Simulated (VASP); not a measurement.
# Cr (Fd-3m) in VASP: further runs

The runs below take Cr through single point, with LDA.

Everything below comes from runs of VASP 6.6.1. Logs are shortened: lines on timing, memory, paths and dates and some standing lists are left out, and cuts for length are marked.

## Step 1: The cell of the first run

The structure is cubic, space group Fd-3m (No. 227). Conventional cell: a = 4.737 Å, b = 4.737 Å, c = 4.737 Å, α = 90.00°, β = 90.00°, γ = 90.00°. Cr (site symmetry -43m) has 4 Cr at 2.05 Å within 2.7 Å.

This isn't the form of Cr at room conditions, which is bcc.

## Step 2: Single point, LDA (13.28 Å³/atom)

Contents of INCAR:

```
SYSTEM = Cr
PREC = Accurate
ENCUT = 700
EDIFF = 1E-6
ISMEAR = -1
SIGMA = 0.1
LREAL = .False.
LASPH = .True.
NELM = 120
ALGO = Normal
ISIF = 2
LWAVE = .False.
LCHARG = .False.
NBANDS = 21
GGA_COMPAT = .False.
```

Contents of KPOINTS:

```
regular mesh
0
Gamma
  18 18 18
  0 0 0
```

Contents of POSCAR:

```
Cr
1.0
    0.0000000000      2.3682847572      2.3682847572
    2.3682847572      0.0000000000      2.3682847572
    2.3682847572      2.3682847572      0.0000000000
Cr
2
Direct
    0.1250000000      0.1250000000      0.1250000000
    0.8750000000      0.8750000000      0.8750000000
```

Potentials or basis: VASP PAW LDA potentials, release 64 (Cr_sv).

The run is started by

```console
$ cat potpaw_LDA.64/Cr_sv/POTCAR > POTCAR
$ mpirun -np 1 vasp_std > vasp.out
```

OUTCAR:

```text
SYSTEM = Cr
   PREC = Accurate
   ENCUT = 700
   EDIFF = 1E-6
   ISMEAR = -1
   LREAL = .False.
   LASPH = .True.
   NELM = 120
   ISIF = 2

 ion  position               nearest neighbor table
   1  0.125  0.125  0.125-   2 2.05   2 2.05   2 2.05   2 2.05
   2  0.875  0.875  0.875-   1 2.05   1 2.05   1 2.05   1 2.05

  LATTYP: Found a face centered cubic cell.
 ALAT       =     4.7365695144

  Lattice vectors:

 A1 = (   0.0000000000,   2.3682847572,   2.3682847572)
 A2 = (   2.3682847572,   0.0000000000,   2.3682847572)
 A3 = (   2.3682847572,   2.3682847572,   0.0000000000)

Analysis of symmetry for initial positions (statically):
=====================================================================
 Subroutine PRICEL returns:
 Original cell was already a primitive cell.

 Routine SETGRP: Setting up the symmetry group for a
 face centered cubic supercell.

 Subroutine GETGRP returns: Found 48 space group operations
 (whereof 12 operations were pure point group operations)
 out of a pool of 48 trial point group operations.

The static configuration has the point symmetry D_3d.
 The point group associated with its full space group is O_h .

Analysis of symmetry for dynamics (positions and initial velocities):
=====================================================================
 Subroutine PRICEL returns:
 Original cell was already a primitive cell.

 Routine SETGRP: Setting up the symmetry group for a
 face centered cubic supercell.

 Subroutine GETGRP returns: Found 48 space group operations
 (whereof 12 operations were pure point group operations)
 out of a pool of 48 trial point group operations.

The dynamic configuration has the point symmetry D_3d.
 The point group associated with its full space group is O_h .

 Subroutine INISYM returns: Found 48 space group operations
 (whereof 12 operations are pure point group operations),
 and found     1 'primitive' translations

----------------------------------------------------------------------------------------

                                     Primitive cell

  volume of cell :      26.5663

  direct lattice vectors                    reciprocal lattice vectors
     0.000000000  2.368284757  2.368284757    -0.211123261  0.211123261  0.211123261
     2.368284757  0.000000000  2.368284757     0.211123261 -0.211123261  0.211123261
     2.368284757  2.368284757  0.000000000     0.211123261  0.211123261 -0.211123261

  length of vectors
     3.349260423  3.349260423  3.349260423     0.365676214  0.365676214  0.365676214

  position of ions in fractional coordinates (direct lattice)
     0.125000000  0.125000000  0.125000000
     0.875000000  0.875000000  0.875000000

  ion indices of the primitive-cell ions
   primitive index   ion index
                 1           1
                 2           2

----------------------------------------------------------------------------------------

 KPOINTS: regular mesh

Automatic generation of k-mesh.
 Grid dimensions read from file:
 generate k-points for:   18   18   18

 Generating k-lattice:

  Cartesian coordinates                     Fractional coordinates (reciprocal lattice)
    -0.011729070  0.011729070  0.011729070     0.055555556  0.000000000  0.000000000
     0.011729070 -0.011729070  0.011729070     0.000000000  0.055555556  0.000000000
     0.011729070  0.011729070 -0.011729070     0.000000000  0.000000000  0.055555556

  Length of vectors
     0.020315345  0.020315345  0.020315345

  Shift w.r.t. Gamma in fractional coordinates (k-lattice)
     0.000000000  0.000000000  0.000000000

 Subroutine IBZKPT returns following result:
 ===========================================

 Found    195 irreducible k-points:

 Following reciprocal coordinates:
            Coordinates               Weight
  0.000000  0.000000  0.000000      1.000000
  0.055556  0.000000  0.000000      8.000000
  0.111111  0.000000  0.000000      8.000000
  0.166667  0.000000  0.000000      8.000000
  0.222222  0.000000  0.000000      8.000000
  0.277778  0.000000  0.000000      8.000000
[... 16 lines left out ...]
 -0.277778  0.055556  0.000000     24.000000
 -0.222222  0.055556  0.000000     24.000000
 [... further k-points ...]
   k-points           NKPTS =    195   k-points in BZ     NKDIM =    195   number of bands    NBANDS=     21
   number of dos      NEDOS =    301   number of ions     NIONS =      2
   total plane-waves  NPLWV =  27000
   dimension x,y,z NGX =    30 NGY =   30 NGZ =   30
   dimension x,y,z NGXF=    60 NGYF=   60 NGZF=   60
   ions per type =               2
   NGX,Y,Z   is equivalent  to a cutoff of  14.89, 14.89, 14.89 a.u.
   NGXF,Y,Z  is equivalent  to a cutoff of  29.78, 29.78, 29.78 a.u.
 SYSTEM =  Cr
   PREC   = accura    normal or accurate (medium, high low for compatibility)
   ISTART =      0    job   : 0-new  1-cont  2-samecut
   ICHARG =      2    charge: 1-file 2-atom 10-const
   ISPIN  =      1    spin polarized calculation?
   LNONCOLLINEAR =      F non collinear calculations
   LSORBIT =      F    spin-orbit coupling
   LASPH  =      T    aspherical Exc in radial PAW
   ENCUT  =  700.0 eV  51.45 Ry    7.17 a.u.   7.23  7.23  7.23*2*pi/ulx,y,z
   NELM   =    120;   NELMIN=  2; NELMDL= -5     # of ELM steps
   EDIFF  = 0.1E-05   stopping-criterion for ELM
   LREAL  =      F    real-space projection
   EDIFFG = 0.1E-04   stopping-criterion for IOM
   NSW    =      0    number of steps for IOM
   IBRION =     -1    ionic relax: 0-MD 1-quasi-New 2-CG
   NFREE  =      0    steps in history (QN), initial steepest desc. (CG)
   ISIF   =      2    stress and relaxation
   ISYM   =      2    0-nonsym 1-usesym 2-fastsym
   POTIM  = 0.5000    time-step for ionic-motion
   TEBEG  =    0.0;   TEEND  =   0.0 temperature during run
   PSTRESS=    0.0 pullay stress
   NELECT =      28.0000    total number of electrons
   NUPDOWN=      -1.0000    fix difference up-down
   EMIN   =  10.00;   EMAX   =-10.00  energy-range for DOS
   EFERMI =   0.00;   METHOD = LEGACY
   ISMEAR =    -1;   SIGMA  =   0.10  broadening in eV -4-tet -1-fermi 0-gaus
   EFERMI_NEDOS =   21; number of points for ismear=-14 and -15
   IALGO  =     38    algorithm
   IMIX   =      4    mixing-type and parameters
     AMIX     =   0.40;   BMIX     =  1.00
     AMIX_MAG =   1.60;   BMIX_MAG =  1.00
  volume/ion in A,a.u.               =      13.28        89.64
  Fermi-wavevector in a.u.,A,eV,Ry     =   1.666033  3.148346 37.765226  2.775666
  Thomas-Fermi vector in A             =   2.752299
   LORBIT       =      0    0 simple, 1 ext, 2 COOP (PROOUT), +10 PAW based schemes
   GGA     = CA    functional components
   LHFCALC =     F    Hartree Fock is set to
   AEXX    =    0.0000 exact exchange contribution
   IVDW    =     0    specifies the selected vdW correction
   LEPSILON=     F    determine dielectric tensor
   LRPA    =     F    only Hartree local field effects (RPA)
 non-spin polarized calculation
  energy-cutoff  :      700.00
  volume of cell :       26.57
 maximum number of plane-waves:      1139
 NGX is ok and might be reduce to    30
   NGX = 15   NGY = 15   NGZ = 15

 number of electron      27.9999989 magnetization

 Free energy of the ion-electron system (eV)
  ---------------------------------------------------
  ext. energy  EPLUGINS =         0.00000000
  ---------------------------------------------------
  free energy    TOTEN  =       -16.71798304 eV

  energy without entropy =      -16.61915407  energy(sigma->0) =      -16.66856855

 E-fermi :  11.0669     XC(G=0): -12.8341

 val. band max:       11.0580616978   @ k =   0.2778   0.1111   0.0000
 cond. band min:      11.0749758905   @ k =   0.5000   0.3889   0.0000
 fundamental gap:      0.0169141928
 Fermi energy:        11.0669178831

 k-point     1 :       0.0000    0.0000    0.0000
  band No.  band energies     occupation
      1     -59.5491      2.00000
      2     -58.3223      2.00000
      3     -31.5677      2.00000
      4     -31.5677      2.00000
      5     -31.5677      2.00000
      6     -30.1641      2.00000
[... 13 lines left out ...]
     20      26.7208      0.00000
     21      26.7540      0.00000

 k-point     2 :       0.0556    0.0000    0.0000
  band No.  band energies     occupation
      1     -59.5423      2.00000
      2     -58.3296      2.00000
      3     -31.5741      2.00000
      4     -31.5741      2.00000
      5     -31.5686      2.00000
      6     -30.1635      2.00000
[... 13 lines left out ...]
     20      25.4753      0.00000
     21      26.6183      0.00000

 k-point     3 :       0.1111    0.0000    0.0000
  band No.  band energies     occupation
      1     -59.5226      2.00000
      2     -58.3511      2.00000
      3     -31.5920      2.00000
      4     -31.5920      2.00000
      5     -31.5713      2.00000
      6     -30.1620      2.00000
[... 13 lines left out ...]
     20      24.1090      0.00000
     21      26.3310      0.00000

 k-point     4 :       0.1667    0.0000    0.0000
  band No.  band energies     occupation
      1     -59.4909      2.00000
      2     -58.3855      2.00000
      3     -31.6187      2.00000
      4     -31.6187      2.00000
      5     -31.5758      2.00000
      6     -30.1590      2.00000
[... 13 lines left out ...]
     20      22.7031      0.00000
     21      25.7499      0.00000

 k-point     5 :       0.2222    0.0000    0.0000
  band No.  band energies     occupation
      1     -59.4490      2.00000
      2     -58.4306      2.00000
      3     -31.6500      2.00000
      4     -31.6500      2.00000
      5     -31.5822      2.00000
      6     -30.1543      2.00000
[... 13 lines left out ...]
     20      21.2745      0.00000
     21      25.1015      0.00000
[... 382 lines left out ...]
     20      17.0075      0.00000
     21      23.5307      0.00000

 k-point    22 :      -0.3333    0.0556    0.0000
  band No.  band energies     occupation
      1     -59.3258      2.00000
      2     -58.5618      2.00000
      3     -31.7623      2.00000
      4     -31.7138      2.00000
      5     -31.5621      2.00000
      6     -30.1723      2.00000
[... 13 lines left out ...]
     20      18.1057      0.00000
     21      23.5888      0.00000

 k-point    23 :      -0.2778    0.0556    0.0000
  band No.  band energies     occupation
      1     -59.3772      2.00000
      2     -58.5073      2.00000
      3     -31.7342      2.00000
      4     -31.6843      2.00000
      5     -31.5598      2.00000
      6     -30.1746      2.00000
[... 13 lines left out ...]
     20      19.4064      0.00000
     21      23.7609      0.00000

 k-point    24 :      -0.2222    0.0556    0.0000
  band No.  band energies     occupation
      1     -59.4277      2.00000
      2     -58.4535      2.00000
      3     -31.7001      2.00000
      4     -31.6522      2.00000
      5     -31.5583      2.00000
      6     -30.1761      2.00000
[... 13 lines left out ...]
     20      20.8058      0.00000
     21      24.0386      0.00000

 [... further k-points ...]

------------------------ aborting loop because EDIFF is reached ----------------------------------------

  FORCE on cell =-STRESS in cart. coord.  units (eV):
  Direction    XX          YY          ZZ          XY          YZ          ZX
  --------------------------------------------------------------------------------------
  -------------------------------------------------------------------------------------
  Total        3.3557864      3.3557864      3.3557864     -0.0000000      0.0000000     -0.0000000
  in kB      202.3825844    202.3825844    202.3825844     -0.0000000      0.0000000     -0.0000000
  external PRESSURE =     202.3825844 kB  Pullay stress =       0.0000000 kB

 VOLUME and BASIS-vectors are now :
 -----------------------------------------------------------------------------
  energy-cutoff  :      700.00
  volume of cell :       26.57
      direct lattice vectors                 reciprocal lattice vectors
     0.000000000  2.368284757  2.368284757    -0.211123261  0.211123261  0.211123261
     2.368284757  0.000000000  2.368284757     0.211123261 -0.211123261  0.211123261
     2.368284757  2.368284757  0.000000000     0.211123261  0.211123261 -0.211123261

 POSITION                                       TOTAL-FORCE (eV/Angst)
 -----------------------------------------------------------------------------------
      0.59207      0.59207      0.59207         0.000000      0.000000      0.000000
      4.14450      4.14450      4.14450        -0.000000     -0.000000     -0.000000
 -----------------------------------------------------------------------------------
    total drift:                               -0.000000      0.000000      0.000000

  FREE ENERGIE OF THE ION-ELECTRON SYSTEM (eV)
  ---------------------------------------------------
  free  energy   TOTEN  =       -16.7179830423 eV

  energy  without entropy=      -16.6191540651  energy(sigma->0) =      -16.66856855
```

Wall time 98 s (1 thread of Intel Xeon 6975P-C (Granite Rapids), shared host); peak memory 0.24 GiB.

Results:

| Item | Value |
| --- | --- |
| Free energy | -16.7180 eV |
| Pressure | 20.2 GPa |
| Band gap on the k mesh | zero (bands 14 and 15 overlap by 0.73 eV) |

Caveat: the cell stands under pressure; the run has no spin polarisation, though such a crystal can be magnetic. Spin polarisation is off, so any magnetic state and its effect on volume and gap are missing.

## Step 3: Single point, LDA (13.89 Å³/atom)

This run uses another cell than the first one, of 13.89 Å³/atom.

Contents of INCAR:

```
SYSTEM = Cr
ALGO = Normal ; EDIFF = 1E-6
ENCUT = 700 ; GGA_COMPAT = .False.
ISIF = 2 ; ISMEAR = -1
LASPH = .True. ; LCHARG = .False.
LREAL = .False. ; LWAVE = .False.
NBANDS = 21 ; NELM = 120
PREC = Accurate ; SIGMA = 0.1
```

Contents of KPOINTS:

```
k-points
0
Gamma
  18 18 18
  0 0 0
```

Contents of POSCAR:

```
Cr
1.0
    0.0000000000      2.4036375029      2.4036375029
    2.4036375029      0.0000000000      2.4036375029
    2.4036375029      2.4036375029      0.0000000000
Cr
2
Direct
    0.1250000000      0.1250000000      0.1250000000
    0.8750000000      0.8750000000      0.8750000000
```

Potentials or basis: VASP PAW LDA potentials, release 64 (Cr_sv).

The run is started by

```console
$ cat potpaw_LDA.64/Cr_sv/POTCAR > POTCAR
$ mpirun -np 1 vasp_std > vasp.out
```

It took 2.1 min on 1 thread of Intel Xeon Platinum 8559C (Emerald Rapids), shared host; peak memory 0.25 GiB.

Results (log left out):

```
Free energy            : -16.8411 eV
Pressure               : 12.0 GPa
Band gap on the k mesh : zero (bands 14 and 15 overlap by 0.71 eV)
```

Levels at points of the mesh, in eV from the Fermi level:
```csv
k point,band 10,band 11,band 12,band 13,band 14,band 15,band 16,band 17,band 18,band 19
"(0.00, 0.00, 0.00)",-2.19,-2.19,-1.33,-1.33,-1.33,1.19,1.19,1.19,3.74,3.74
"(0.50, 0.00, 0.00)",-2.25,-2.06,-2.06,-1.45,-1.45,0.20,2.12,2.12,3.30,3.30
"(0.50, 0.50, 0.00)",-3.48,-1.35,-1.35,0.27,0.27,0.67,0.67,3.58,3.58,4.82
```

Caveat: the cell stands under pressure; the run has no spin polarisation, though such a crystal can be magnetic. Spin polarisation is off, so any magnetic state and its effect on volume and gap are missing.
